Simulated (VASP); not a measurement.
# W (Fm-3m) in VASP: single point with PBE

Aim: the single point of W with PBE.

All numbers are computed with VASP 6.6.1; they aren't measurements. Logs are shortened: lines on timing, memory, paths and dates and some standing lists are left out, and cuts for length are marked.

## (1) The cell of the first run

Symmetry: Fm-3m, No. 225, cubic system. Conventional cell: a = 4.096 Å, b = 4.096 Å, c = 4.096 Å, α = 90.00°, β = 90.00°, γ = 90.00°. W (site symmetry m-3m) has 12 W at 2.90 Å within 3.8 Å.

## (2) Single point, PBE

File INCAR:

```
PREC = Accurate ; ENCUT = 520
EDIFF = 1E-6 ; ISMEAR = 0
SIGMA = 0.05 ; LREAL = False
LASPH = True ; NELM = 100
ALGO = Normal ; ISIF = 2
LWAVE = False ; LCHARG = False
GGA = PE ; NBANDS = 13
```

File KPOINTS:

```
regular mesh
0
Gamma
  8 8 8
```

File POSCAR:

```
W
1.0
    0.0000000000      2.0480239736      2.0480239736
    2.0480239736      0.0000000000      2.0480239736
    2.0480239736      2.0480239736      0.0000000000
W
1
Direct
    0.0000000000      0.0000000000      0.0000000000
```

Potentials or basis: VASP PAW PBE potentials, release 64 (W_sv).

Launch:

```sh
cat potpaw_PBE.64/W_sv/POTCAR > POTCAR
mpirun -np 1 vasp_std > vasp.out
```

OUTCAR:

```text
PREC = Accurate
   ENCUT = 520
   EDIFF = 1E-6
   ISMEAR = 0
   LREAL = False
   LASPH = True
   NELM = 100
   ISIF = 2
   GGA = PE

 ion  position               nearest neighbor table
   1  0.000  0.000  0.000-

  LATTYP: Found a face centered cubic cell.
 ALAT       =     4.0960479472

  Lattice vectors:

 A1 = (   0.0000000000,   2.0480239736,   2.0480239736)
 A2 = (   2.0480239736,   0.0000000000,   2.0480239736)
 A3 = (   2.0480239736,   2.0480239736,   0.0000000000)

Analysis of symmetry for initial positions (statically):
=====================================================================
 Subroutine PRICEL returns:
 Original cell was already a primitive cell.

 Routine SETGRP: Setting up the symmetry group for a
 face centered cubic supercell.

 Subroutine GETGRP returns: Found 48 space group operations
 (whereof 48 operations were pure point group operations)
 out of a pool of 48 trial point group operations.

The static configuration has the point symmetry O_h .

Analysis of symmetry for dynamics (positions and initial velocities):
=====================================================================
 Subroutine PRICEL returns:
 Original cell was already a primitive cell.

 Routine SETGRP: Setting up the symmetry group for a
 face centered cubic supercell.

 Subroutine GETGRP returns: Found 48 space group operations
 (whereof 48 operations were pure point group operations)
 out of a pool of 48 trial point group operations.

The dynamic configuration has the point symmetry O_h .

 Subroutine INISYM returns: Found 48 space group operations
 (whereof 48 operations are pure point group operations),
 and found     1 'primitive' translations

----------------------------------------------------------------------------------------

                                     Primitive cell

  volume of cell :      17.1805

  direct lattice vectors                    reciprocal lattice vectors
     0.000000000  2.048023974  2.048023974    -0.244137767  0.244137767  0.244137767
     2.048023974  0.000000000  2.048023974     0.244137767 -0.244137767  0.244137767
     2.048023974  2.048023974  0.000000000     0.244137767  0.244137767 -0.244137767

  length of vectors
     2.896343280  2.896343280  2.896343280     0.422859017  0.422859017  0.422859017

  position of ions in fractional coordinates (direct lattice)
     0.000000000  0.000000000  0.000000000

  ion indices of the primitive-cell ions
   primitive index   ion index
[... 76 lines left out ...]
   NSW    =      0    number of steps for IOM
   IBRION =     -1    ionic relax: 0-MD 1-quasi-New 2-CG
   NFREE  =      0    steps in history (QN), initial steepest desc. (CG)
   ISIF   =      2    stress and relaxation
   ISYM   =      2    0-nonsym 1-usesym 2-fastsym
   POTIM  = 0.5000    time-step for ionic-motion
   TEBEG  =    0.0;   TEEND  =   0.0 temperature during run
   PSTRESS=    0.0 pullay stress
   NELECT =      14.0000    total number of electrons
   NUPDOWN=      -1.0000    fix difference up-down
   EMIN   =  10.00;   EMAX   =-10.00  energy-range for DOS
   EFERMI =   0.00;   METHOD = LEGACY
   ISMEAR =     0;   SIGMA  =   0.05  broadening in eV -4-tet -1-fermi 0-gaus
   EFERMI_NEDOS =   21; number of points for ismear=-14 and -15
   IALGO  =     38    algorithm
   IMIX   =      4    mixing-type and parameters
     AMIX     =   0.40;   BMIX     =  1.00
     AMIX_MAG =   1.60;   BMIX_MAG =  1.00
  volume/ion in A,a.u.               =      17.18       115.94
  Fermi-wavevector in a.u.,A,eV,Ry     =   1.529111  2.889602 31.812895  2.338182
  Thomas-Fermi vector in A             =   2.636777
   LORBIT       =      0    0 simple, 1 ext, 2 COOP (PROOUT), +10 PAW based schemes
   GGA     = PE    functional components
   LHFCALC =     F    Hartree Fock is set to
   AEXX    =    0.0000 exact exchange contribution
   IVDW    =     0    specifies the selected vdW correction
   LEPSILON=     F    determine dielectric tensor
   LRPA    =     F    only Hartree local field effects (RPA)
 non-spin polarized calculation
 Gauss-broadening in eV      SIGMA  =   0.05
  energy-cutoff  :      520.00
  volume of cell :       17.18
 maximum number of plane-waves:       477
 NGX is ok and might be reduce to    24
   NGX = 11   NGY = 11   NGZ = 11

 number of electron      14.0000000 magnetization

 Free energy of the ion-electron system (eV)
  ---------------------------------------------------
  ext. energy  EPLUGINS =         0.00000000
  ---------------------------------------------------
  free energy    TOTEN  =       -12.45999951 eV

  energy without entropy =      -12.45733867  energy(sigma->0) =      -12.45866909

 E-fermi :   9.8086     XC(G=0): -13.1844

 val. band max:        9.7869110431   @ k =  -0.1250   0.1250   0.0000
 cond. band min:       9.8228520292   @ k =   0.2500   0.1250   0.0000
 fundamental gap:      0.0359409860
 Fermi energy:         9.8085712883

 k-point     1 :       0.0000    0.0000    0.0000
  band No.  band energies     occupation
      1     -63.9112      2.00000
      2     -27.5937      2.00000
      3     -27.5937      2.00000
      4     -27.5937      2.00000
      5       1.1205      2.00000
      6       9.3581      2.00000
      7       9.3581      2.00000
      8       9.3581      2.00000
      9      12.2826      0.00000
     10      12.2826      0.00000
     11      22.5931      0.00000
     12      27.5936      0.00000
     13      27.5936      0.00000
[... 354 lines left out ...]
  band No.  band energies     occupation
      1     -63.8111      2.00000
      2     -28.4398      2.00000
      3     -27.9862      2.00000
      4     -27.8092      2.00000
      5       6.0167      2.00000
      6       7.4792      2.00000
      7       8.9687      2.00000
      8      10.5502      0.00000
      9      14.1201      0.00000
     10      17.2773      0.00000
     11      18.4914      0.00000
     12      25.1473      0.00000
     13      26.0778      0.00000

 [... further k-points ...]
[... 5 lines left out ...]
  --------------------------------------------------------------------------------------
  -------------------------------------------------------------------------------------
  Total       -1.1553286     -1.1553286     -1.1553286     -0.0000000     -0.0000000      0.0000000
  in kB     -107.7409979   -107.7409979   -107.7409979     -0.0000000     -0.0000000      0.0000000
  external PRESSURE =    -107.7409979 kB  Pullay stress =       0.0000000 kB

 VOLUME and BASIS-vectors are now :
 -----------------------------------------------------------------------------
  energy-cutoff  :      520.00
  volume of cell :       17.18
      direct lattice vectors                 reciprocal lattice vectors
     0.000000000  2.048023974  2.048023974    -0.244137767  0.244137767  0.244137767
     2.048023974  0.000000000  2.048023974     0.244137767 -0.244137767  0.244137767
     2.048023974  2.048023974  0.000000000     0.244137767  0.244137767 -0.244137767

 POSITION                                       TOTAL-FORCE (eV/Angst)
 -----------------------------------------------------------------------------------
      0.00000      0.00000      0.00000         0.000000     -0.000000     -0.000000
 -----------------------------------------------------------------------------------
    total drift:                                0.000000      0.000000     -0.000000

  FREE ENERGIE OF THE ION-ELECTRON SYSTEM (eV)
  ---------------------------------------------------
  free  energy   TOTEN  =       -12.4599995095 eV

  energy  without entropy=      -12.4573386727  energy(sigma->0) =      -12.45866909
```

OSZICAR:

```text
N       E                     dE             d eps       ncg     rms          rms(c)
DAV:   1     0.858980977747E+02    0.85898E+02   -0.75269E+03   754   0.120E+03
DAV:   2    -0.115071106090E+02   -0.97405E+02   -0.93820E+02   814   0.315E+02
DAV:   3    -0.131124689930E+02   -0.16054E+01   -0.16001E+01   844   0.397E+01
DAV:   4    -0.131195865738E+02   -0.71176E-02   -0.71174E-02   844   0.292E+00
DAV:   5    -0.131196538306E+02   -0.67257E-04   -0.67256E-04   829   0.267E-01    0.175E+01
DAV:   6    -0.125940682856E+02    0.52559E+00   -0.47573E-01   809   0.893E+00    0.647E+00
DAV:   7    -0.124651491444E+02    0.12892E+00   -0.21664E-01   844   0.570E+00    0.695E-01
DAV:   8    -0.124599713500E+02    0.51778E-02   -0.36361E-03   759   0.726E-01    0.139E-01
DAV:   9    -0.124600040080E+02   -0.32658E-04   -0.52894E-05   993   0.798E-02    0.597E-02
DAV:  10    -0.124599986063E+02    0.54017E-05   -0.77164E-06   794   0.381E-02    0.174E-02
DAV:  11    -0.124599996760E+02   -0.10697E-05   -0.14030E-07   447   0.404E-03    0.580E-04
DAV:  12    -0.124599995095E+02    0.16645E-06   -0.89693E-09   387   0.117E-03
   1 F= -.12460000E+02 E0= -.12458669E+02  d E =-.266084E-02
```

Run time: 7.3 s. Hardware: 1 thread of Intel Xeon 8259CL, shared host; peak memory 0.14 GiB.

What came out:

```yaml
Free_energy: -12.4600 eV
Pressure: -10.8 GPa
Band_gap_on_the_k_mesh: zero (band 7 reaches 12.68 eV, above the bottom of band 8 at 9.36 eV)
```

Caveat: spin-orbit coupling is left out, which moves the levels of the heavy elements.
